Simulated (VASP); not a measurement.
# Hf4Si (P-3m1) in VASP: a series of runs

The runs below take Hf4Si through single point, relaxation of cell and atoms, with PBE.

Everything below comes from runs of VASP 6.6.1. Logs are shortened: lines on timing, memory, paths and dates and some standing lists are left out, and cuts for length are marked.

## 1. The cell of the first run

Symmetry: P-3m1, No. 164, trigonal system. The conventional cell has a = 3.202 Å, b = 3.202 Å, c = 11.864 Å, α = 90.00°, β = 90.00°, γ = 120.00°. Within 3.7 Å of Hf (site symmetry 3m) lie 3 Si at 2.82 Å and 9 Hf at 3.09 to 3.20 Å. Hf (site symmetry 3m) has 12 Hf at 3.09 to 3.23 Å within 4.1 Å. Si (site symmetry -3m) has 6 Hf at 2.82 Å and 6 Si at 3.20 Å within 3.7 Å.

## 2. Single point, PBE

INCAR reads:

```
PREC = Accurate ; ENCUT = 520
EDIFF = 1E-6 ; ISMEAR = 0
SIGMA = 0.2 ; LREAL = F
LASPH = T ; NELM = 80
ALGO = Normal ; ISIF = 2
LWAVE = F ; LCHARG = T
GGA = PE ; LELF = T
LVHAR = T ; NBANDS = 30
```

KPOINTS reads:

```
regular mesh
0
Gamma
  6 6 2
```

POSCAR reads:

```
Hf4Si
1.0
    3.2022775505      0.0000000000      0.0000000000
   -1.6011387752      2.7732537087      0.0000000000
    0.0000000000      0.0000000000     11.8641380125
Hf Si
4 1
Direct
    0.6666666667      0.3333333333      0.8203326194
    0.3333333333      0.6666666667      0.1796673806
    0.6666666667      0.3333333333      0.3885936844
    0.3333333333      0.6666666667      0.6114063156
    0.0000000000      0.0000000000      0.0000000000
```

Potentials or basis: VASP PAW PBE potentials, release 64 (Hf_pv, Si).

Run with:

```console
> cat potpaw_PBE.64/Hf_pv/POTCAR potpaw_PBE.64/Si/POTCAR > POTCAR
> mpirun -np 1 vasp_std > vasp.out
```

OUTCAR:

```text
PREC = Accurate
   ENCUT = 520
   EDIFF = 1E-6
   ISMEAR = 0
   LREAL = F
   LASPH = T
   NELM = 80
   ISIF = 2
   GGA = PE

 ion  position               nearest neighbor table
   1  0.667  0.333  0.820-   5 2.82   5 2.82   5 2.82   4 3.09   4 3.09   4 3.09
   2  0.333  0.667  0.180-   5 2.82   5 2.82   5 2.82   3 3.09   3 3.09   3 3.09
   3  0.667  0.333  0.389-   2 3.09   2 3.09   2 3.09   4 3.23   4 3.23   4 3.23
   4  0.333  0.667  0.611-   1 3.09   1 3.09   1 3.09   3 3.23   3 3.23   3 3.23
   5  0.000  0.000  0.000-   1 2.82   2 2.82   2 2.82   1 2.82   1 2.82   2 2.82

  LATTYP: Found a hexagonal cell.
 ALAT       =     3.2022775505
 C/A-ratio  =     3.7049062192

  Lattice vectors:

 A1 = (   3.2022775505,   0.0000000000,   0.0000000000)
 A2 = (  -1.6011387752,   2.7732537087,   0.0000000000)
 A3 = (   0.0000000000,   0.0000000000,  11.8641380125)

Analysis of symmetry for initial positions (statically):
=====================================================================
 Subroutine PRICEL returns:
 Original cell was already a primitive cell.

 Routine SETGRP: Setting up the symmetry group for a
 hexagonal supercell.

 Subroutine GETGRP returns: Found 12 space group operations
 (whereof 12 operations were pure point group operations)
 out of a pool of 24 trial point group operations.

The static configuration has the point symmetry D_3d.

Analysis of symmetry for dynamics (positions and initial velocities):
=====================================================================
 Subroutine PRICEL returns:
 Original cell was already a primitive cell.

 Routine SETGRP: Setting up the symmetry group for a
 hexagonal supercell.

 Subroutine GETGRP returns: Found 12 space group operations
 (whereof 12 operations were pure point group operations)
 out of a pool of 24 trial point group operations.

The dynamic configuration has the point symmetry D_3d.

 Subroutine INISYM returns: Found 12 space group operations
 (whereof 12 operations are pure point group operations),
 and found     1 'primitive' translations

----------------------------------------------------------------------------------------

                                     Primitive cell

  volume of cell :     105.3622

  direct lattice vectors                    reciprocal lattice vectors
     3.202277550  0.000000000  0.000000000     0.312277741  0.180293638  0.000000000
    -1.601138775  2.773253709  0.000000000     0.000000000  0.360587276  0.000000000
     0.000000000  0.000000000 11.864138012     0.000000000  0.000000000  0.084287624

  length of vectors
     3.202277550  3.202277550 11.864138012     0.360587276  0.360587276  0.084287624

  position of ions in fractional coordinates (direct lattice)
     0.666666667  0.333333333  0.820332619
     0.333333333  0.666666667  0.179667381
     0.666666667  0.333333333  0.388593684
     0.333333333  0.666666667  0.611406316
     0.000000000  0.000000000  0.000000000

  ion indices of the primitive-cell ions
   primitive index   ion index
                 1           1
                 2           2
                 3           3
                 4           4
                 5           5

----------------------------------------------------------------------------------------

 KPOINTS: regular mesh

Automatic generation of k-mesh.
 Grid dimensions read from file:
 generate k-points for:    6    6    2

 Generating k-lattice:

  Cartesian coordinates                     Fractional coordinates (reciprocal lattice)
     0.052046290  0.030048940  0.000000000     0.166666667  0.000000000  0.000000000
     0.000000000  0.060097879  0.000000000     0.000000000  0.166666667  0.000000000
     0.000000000  0.000000000  0.042143812     0.000000000  0.000000000  0.500000000

  Length of vectors
     0.060097879  0.060097879  0.042143812

  Shift w.r.t. Gamma in fractional coordinates (k-lattice)
     0.000000000  0.000000000  0.000000000

 Subroutine IBZKPT returns following result:
 ===========================================

 Found     14 irreducible k-points:

 Following reciprocal coordinates:
            Coordinates               Weight
  0.000000  0.000000  0.000000      1.000000
  0.166667  0.000000  0.000000      6.000000
  0.333333  0.000000  0.000000      6.000000
  0.500000  0.000000  0.000000      3.000000
  0.166667  0.166667  0.000000      6.000000
  0.333333  0.166667  0.000000     12.000000
  0.333333  0.333333  0.000000      2.000000
  0.000000  0.000000  0.500000      1.000000
  0.166667  0.000000  0.500000      6.000000
  0.333333  0.000000  0.500000      6.000000
  0.500000  0.000000  0.500000      3.000000
  0.166667  0.166667  0.500000      6.000000
  0.333333  0.166667  0.500000     12.000000
  0.333333  0.333333  0.500000      2.000000
   k-points           NKPTS =     14   k-points in BZ     NKDIM =     14   number of bands    NBANDS=     30
   number of dos      NEDOS =    301   number of ions     NIONS =      5
   total plane-waves  NPLWV =  51840
   dimension x,y,z NGX =    24 NGY =   24 NGZ =   90
   dimension x,y,z NGXF=    48 NGYF=   48 NGZF=  180
   ions per type =               4   1
   NGX,Y,Z   is equivalent  to a cutoff of  12.46, 12.46, 12.61 a.u.
   NGXF,Y,Z  is equivalent  to a cutoff of  24.92, 24.92, 25.22 a.u.
 SYSTEM =  unknown system
   PREC   = accura    normal or accurate (medium, high low for compatibility)
   ISTART =      0    job   : 0-new  1-cont  2-samecut
   ICHARG =      2    charge: 1-file 2-atom 10-const
   ISPIN  =      1    spin polarized calculation?
   LNONCOLLINEAR =      F non collinear calculations
   LSORBIT =      F    spin-orbit coupling
   LASPH  =      T    aspherical Exc in radial PAW
   ENCUT  =  520.0 eV  38.22 Ry    6.18 a.u.   5.95  5.95 22.06*2*pi/ulx,y,z
   NELM   =     80;   NELMIN=  2; NELMDL= -5     # of ELM steps
   EDIFF  = 0.1E-05   stopping-criterion for ELM
   LREAL  =      F    real-space projection
   EDIFFG = 0.1E-04   stopping-criterion for IOM
   NSW    =      0    number of steps for IOM
   IBRION =     -1    ionic relax: 0-MD 1-quasi-New 2-CG
   NFREE  =      0    steps in history (QN), initial steepest desc. (CG)
   ISIF   =      2    stress and relaxation
   ISYM   =      2    0-nonsym 1-usesym 2-fastsym
   POTIM  = 0.5000    time-step for ionic-motion
   TEBEG  =    0.0;   TEEND  =   0.0 temperature during run
   PSTRESS=    0.0 pullay stress
   NELECT =      44.0000    total number of electrons
   NUPDOWN=      -1.0000    fix difference up-down
   EMIN   =  10.00;   EMAX   =-10.00  energy-range for DOS
   EFERMI =   0.00;   METHOD = LEGACY
   ISMEAR =     0;   SIGMA  =   0.20  broadening in eV -4-tet -1-fermi 0-gaus
   EFERMI_NEDOS =   21; number of points for ismear=-14 and -15
   IALGO  =     38    algorithm
   IMIX   =      4    mixing-type and parameters
     AMIX     =   0.40;   BMIX     =  1.00
     AMIX_MAG =   1.60;   BMIX_MAG =  1.00
  volume/ion in A,a.u.               =      21.07       142.20
  Fermi-wavevector in a.u.,A,eV,Ry     =   1.223669  2.312400 20.372915  1.497367
  Thomas-Fermi vector in A             =   2.358772
   LORBIT       =      0    0 simple, 1 ext, 2 COOP (PROOUT), +10 PAW based schemes
   GGA     = PE    functional components
   LHFCALC =     F    Hartree Fock is set to
   AEXX    =    0.0000 exact exchange contribution
   IVDW    =     0    specifies the selected vdW correction
   LEPSILON=     F    determine dielectric tensor
   LRPA    =     F    only Hartree local field effects (RPA)
 non-spin polarized calculation
 Gauss-broadening in eV      SIGMA  =   0.20
  energy-cutoff  :      520.00
  volume of cell :      105.36
 maximum number of plane-waves:      2868
 NGX is ok and might be reduce to    24
   NGX = 11   NGY = 11   NGZ = 45

 number of electron      44.0000007 magnetization

 Free energy of the ion-electron system (eV)
  ---------------------------------------------------
  ext. energy  EPLUGINS =         0.00000000
  ---------------------------------------------------
  free energy    TOTEN  =       -45.63729483 eV

  energy without entropy =      -45.56168708  energy(sigma->0) =      -45.59949095

 E-fermi :   5.3854     XC(G=0): -11.2023

 val. band max:        5.2471166802   @ k =   0.3333   0.1667   0.5000
 cond. band min:       5.4383816394   @ k =   0.3333   0.3333   0.5000
 fundamental gap:      0.1912649591
 Fermi energy:         5.3853983693

 k-point     1 :       0.0000    0.0000    0.0000
  band No.  band energies     occupation
      1     -25.5514      2.00000
      2     -25.3997      2.00000
      3     -25.0766      2.00000
      4     -24.9035      2.00000
      5     -24.9035      2.00000
      6     -24.8758      2.00000
[... 22 lines left out ...]
     29       7.0767      0.00000
     30       8.4300      0.00000

 k-point     2 :       0.1667    0.0000    0.0000
  band No.  band energies     occupation
      1     -25.4976      2.00000
      2     -25.3817      2.00000
      3     -25.1461      2.00000
      4     -25.0458      2.00000
      5     -24.9783      2.00000
      6     -24.9517      2.00000
[... 22 lines left out ...]
     29       7.4207      0.00000
     30       7.4216      0.00000

 k-point     3 :       0.3333    0.0000    0.0000
  band No.  band energies     occupation
      1     -25.4310      2.00000
      2     -25.4118      2.00000
      3     -25.3605      2.00000
      4     -25.3071      2.00000
      5     -25.1872      2.00000
      6     -25.1129      2.00000
[... 22 lines left out ...]
     29       7.5749      0.00000
     30       9.3060      0.00000

 k-point     4 :       0.5000    0.0000    0.0000
  band No.  band energies     occupation
      1     -25.5171      2.00000
      2     -25.5127      2.00000
      3     -25.4453      2.00000
      4     -25.4040      2.00000
      5     -25.1874      2.00000
      6     -25.1098      2.00000
[... 22 lines left out ...]
     29       7.5371      0.00000
     30      10.4681      0.00000

 k-point     5 :       0.1667    0.1667    0.0000
  band No.  band energies     occupation
      1     -25.4169      2.00000
      2     -25.3873      2.00000
      3     -25.2844      2.00000
      4     -25.2070      2.00000
      5     -25.1582      2.00000
      6     -25.1026      2.00000
[... 22 lines left out ...]
     29       7.4252      0.00000
     30       8.2531      0.00000

 k-point     6 :       0.3333    0.1667    0.0000
  band No.  band energies     occupation
      1     -25.4575      2.00000
      2     -25.4406      2.00000
      3     -25.3909      2.00000
      4     -25.3499      2.00000
      5     -25.2090      2.00000
      6     -25.1403      2.00000
[... 22 lines left out ...]
     29       7.4309      0.00000
     30       9.3455      0.00000

 k-point     7 :       0.3333    0.3333    0.0000
  band No.  band energies     occupation
      1     -25.3902      2.00000
      2     -25.3902      2.00000
      3     -25.3451      2.00000
      4     -25.2970      2.00000
      5     -25.2970      2.00000
      6     -25.2920      2.00000
[... 22 lines left out ...]
     29       7.5795      0.00000
     30       9.5119      0.00000

 k-point     8 :       0.0000    0.0000    0.5000
  band No.  band energies     occupation
      1     -25.5466      2.00000
      2     -25.4091      2.00000
      3     -25.0677      2.00000
      4     -24.9034      2.00000
      5     -24.9034      2.00000
      6     -24.8801      2.00000
[... 22 lines left out ...]
     29       6.9589      0.00000
     30       8.6033      0.00000

 k-point     9 :       0.1667    0.0000    0.5000
  band No.  band energies     occupation
      1     -25.4939      2.00000
      2     -25.3890      2.00000
      3     -25.1400      2.00000
      4     -25.0459      2.00000
      5     -24.9814      2.00000
      6     -24.9524      2.00000
[... 22 lines left out ...]
     29       7.4599      0.00000
     30       7.8357      0.00000

 k-point    10 :       0.3333    0.0000    0.5000
  band No.  band energies     occupation
      1     -25.4322      2.00000
      2     -25.4129      2.00000
      3     -25.3581      2.00000
      4     -25.3057      2.00000
      5     -25.1862      2.00000
      6     -25.1173      2.00000
[... 22 lines left out ...]
     29       8.4369      0.00000
     30       8.6155      0.00000

 k-point    11 :       0.5000    0.0000    0.5000
  band No.  band energies     occupation
      1     -25.5176      2.00000
      2     -25.5125      2.00000
      3     -25.4437      2.00000
      4     -25.4058      2.00000
      5     -25.1845      2.00000
      6     -25.1131      2.00000
[... 22 lines left out ...]
     29       8.8135      0.00000
     30       8.8674      0.00000

 k-point    12 :       0.1667    0.1667    0.5000
  band No.  band energies     occupation
      1     -25.4157      2.00000
      2     -25.3903      2.00000
      3     -25.2810      2.00000
      4     -25.2085      2.00000
      5     -25.1558      2.00000
      6     -25.1058      2.00000
[... 22 lines left out ...]
     29       8.0290      0.00000
     30       8.1718      0.00000

 k-point    13 :       0.3333    0.1667    0.5000
  band No.  band energies     occupation
      1     -25.4577      2.00000
      2     -25.4402      2.00000
      3     -25.3905      2.00000
      4     -25.3511      2.00000
      5     -25.2077      2.00000
      6     -25.1400      2.00000
[... 22 lines left out ...]
     29       8.1448      0.00000
     30       8.3875      0.00000

 k-point    14 :       0.3333    0.3333    0.5000
  band No.  band energies     occupation
      1     -25.3892      2.00000
      2     -25.3892      2.00000
      3     -25.3445      2.00000
      4     -25.2989      2.00000
      5     -25.2989      2.00000
      6     -25.2932      2.00000
[... 22 lines left out ...]
     29       8.0023      0.00000
     30       8.3363      0.00000

------------------------ aborting loop because EDIFF is reached ----------------------------------------

  FORCE on cell =-STRESS in cart. coord.  units (eV):
  Direction    XX          YY          ZZ          XY          YZ          ZX
  --------------------------------------------------------------------------------------
  -------------------------------------------------------------------------------------
  Total       -0.2488336     -0.2488336     -0.1616415     -0.0000000      0.0000000     -0.0000000
  in kB       -3.7838579     -3.7838579     -2.4579822     -0.0000000      0.0000000     -0.0000000
  external PRESSURE =      -3.3418993 kB  Pullay stress =       0.0000000 kB

 VOLUME and BASIS-vectors are now :
 -----------------------------------------------------------------------------
  energy-cutoff  :      520.00
  volume of cell :      105.36
      direct lattice vectors                 reciprocal lattice vectors
     3.202277550  0.000000000  0.000000000     0.312277741  0.180293638  0.000000000
    -1.601138775  2.773253709  0.000000000     0.000000000  0.360587276  0.000000000
     0.000000000  0.000000000 11.864138012     0.000000000  0.000000000  0.084287624

 POSITION                                       TOTAL-FORCE (eV/Angst)
 -----------------------------------------------------------------------------------
      1.60114      0.92442      9.73254        -0.000000      0.000000     -0.038355
     -0.00000      1.84884      2.13160         0.000000     -0.000000      0.038355
      1.60114      0.92442      4.61033         0.000000      0.000000     -0.013468
     -0.00000      1.84884      7.25381        -0.000000      0.000000      0.013468
      0.00000      0.00000      0.00000         0.000000      0.000000      0.000000
 -----------------------------------------------------------------------------------
    total drift:                               -0.000000      0.000000      0.000000

  FREE ENERGIE OF THE ION-ELECTRON SYSTEM (eV)
  ---------------------------------------------------
  free  energy   TOTEN  =       -45.6372948298 eV

  energy  without entropy=      -45.5616870757  energy(sigma->0) =      -45.59949095
```

Wall time 81 s (1 thread of Intel Xeon 8259CL, shared host); peak memory 0.23 GiB.

Results:

```yaml
Free_energy: -45.6373 eV
Pressure: -0.3 GPa
Largest_force: 0.038 eV/Å
Band_gap_on_the_k_mesh: zero (bands 22 and 23 overlap by 2.02 eV)
```

Forces in eV/Å, atoms in the order of the input:
```
Hf   0.000  0.000 -0.038
Hf   0.000  0.000  0.038
Hf   0.000  0.000 -0.013
Hf   0.000  0.000  0.013
Si   0.000  0.000  0.000
```

Stress tensor (GPa, compression positive):
```
-0.38  0.00  0.00
 0.00 -0.38  0.00
 0.00  0.00 -0.25
```

Caveat: the k points lie up to 0.38 Å⁻¹ apart, too coarse for converged energies and pressures of a metal; spin-orbit coupling is left out, which moves the levels of the heavy elements.

[end of part 1 of 3]

The gap in the log of VASP goes by the Fermi energy; the results here count the filled bands.